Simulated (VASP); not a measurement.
Input of a VASP 6.6.1 run:

INCAR

```
PREC = Accurate ; ENCUT = 520
EDIFF = 1E-6 ; ISMEAR = -1
SIGMA = 0.1 ; LREAL = False
LASPH = True ; NELM = 100
ALGO = Normal ; ISIF = 2
LWAVE = False ; LCHARG = False
GGA = PE ; NBANDS = 19
```

The input KPOINTS:

```
regular mesh
0
Gamma
  12 12 12
```

POSCAR

```
Cr
1.0
    0.0000000000      2.4435361623      2.4435361623
    2.4435361623      0.0000000000      2.4435361623
    2.4435361623      2.4435361623      0.0000000000
Cr
2
Direct
    0.1250000000      0.1250000000      0.1250000000
    0.8750000000      0.8750000000      0.8750000000
```

Potentials or basis: VASP PAW PBE potentials, release 64 (Cr_pv).

Launch:

```bash
$ cat potpaw_PBE.64/Cr_pv/POTCAR > POTCAR
$ mpirun -np 1 vasp_std > vasp.out
```

Problem. What does it give for the pressure?

Solution. 17.4 GPa.

Problem. Estimate the band gap on the k mesh.

Solution. Zero (band 12 reaches 8.01 eV, above the bottom of band 13 at 7.36 eV).

Caveat: the run has no spin polarisation, though such a crystal can be magnetic. Spin polarisation is off, so any magnetic state and its effect on volume and gap are missing.
